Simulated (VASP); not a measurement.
A run of VASP 6.6.1 is set up as follows.

INCAR

```
ALGO = Normal ; EDIFF = 1E-6
ENCUT = 690 ; GGA = PE
GGA_COMPAT = F ; ISIF = 2
ISMEAR = 0 ; ISPIN = 2
IVDW = 12 ; LASPH = T
LCHARG = F ; LMAXMIX = 4
LORBIT = 11 ; LREAL = F
LWAVE = F ; MAGMOM = 1.8 1.8
NBANDS = 28 ; NELM = 200
PREC = Accurate ; SIGMA = 0.1
```

Contents of KPOINTS:

```
k-points
0
Gamma
  9 9 4
```

Contents of POSCAR:

```
Co
1.0
    2.4600000000      0.0000000000      0.0000000000
   -1.2300000000      2.1304225000      0.0000000000
    0.0000000000      0.0000000000      3.9700000000
Co
2
Direct
    0.3333333000      0.6666667000      0.2500000000
    0.6666667000      0.3333333000      0.7500000000
```

Potentials or basis: VASP PAW PBE potentials, release 64 (Co_sv).

The run is started by

```bash
$ cat potpaw_PBE.64/Co_sv/POTCAR > POTCAR
$ mpirun -np 1 vasp_std > vasp.out
```

(1) Predict the pressure.

(2) Estimate the net moment.

Results:

(1) 0.4 GPa.

(2) 3.03 μB per cell.

Caveat: the k points lie up to 0.40 Å⁻¹ apart.
